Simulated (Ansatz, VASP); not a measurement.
# Pd: VASP beside Ansatz

The input INCAR:

```
ALGO = Normal
EDIFF = 1E-6
ENCUT = 520
GGA = PE
ISIF = 2
ISMEAR = 0
LASPH = T
LCHARG = F
LREAL = F
LWAVE = F
NBANDS = 11
NELM = 80
PREC = Accurate
SIGMA = 0.15
```

KPOINTS

```
k-points
0
Gamma
  20 20 20
```

Contents of POSCAR:

```
Pd
1.0
    0.0000000000      1.9449000000      2.0226960000
    1.9449000000      0.0000000000      2.0226960000
    1.9449000000      1.9449000000      0.0000000000
Pd
1
Direct
    0.0000000000      0.0000000000      0.0000000000
```

Input for Ansatz:

```yaml
crystal:
  lattice:
    - [0.0, 1.9449, 2.022696]
    - [1.9449, 0.0, 2.022696]
    - [1.9449, 1.9449, 0.0]
  atoms:
    - { symbol: Pd, position: [0.0, 0.0, 0.0] }
basis:
  ecutwfc: 420
kpoints:
  mp_grid: { grid: [20, 20, 20] }
hamiltonian:
  xc: pbe
scf:
  occupations: { method: gaussian, width: 0.15 }
output:
  forces: true
  stress: true
  eigenvalues: true
  write_density: true
  write_potential: true
  elf: true
  volumetric_format: npy
```

Change from the starting cell: strain +0.000 along x and y, +0.040 along z, atoms carried along.

Alike in both runs: task single point; functional PBE; k mesh 20 × 20 × 20; occupations gaussian, width 0.15 eV; no spin polarisation.

|  | VASP | Ansatz |
| --- | --- | --- |
| version | VASP 6.6.1 | Ansatz 0.2.0 |
| potentials or method | VASP PAW PBE potentials, release 64 (Pd), cutoff 520 eV | scalar-relativistic, plane waves, PAW |
| valence electrons in the cell | 10 | 18 |

VASP gave:

| Property | Result |
| --- | --- |
| gap on the k mesh at the Fermi level (eV) | none |
| pressure (GPa) | 0.1 |
| traceless stress, the component that is largest in VASP (GPa) | -1.45 |

Q: Which values does Ansatz return?

A: gap on the k mesh at the Fermi level (eV): none; pressure (GPa): 0.4; traceless stress, the component that is largest in VASP (GPa): -1.47.

A gap of «none» marks a metal or a gap that the smearing closes. VASP's potentials hold 10 valence electrons a cell and Ansatz's 18, so a difference there can come from the potentials and not from the codes.
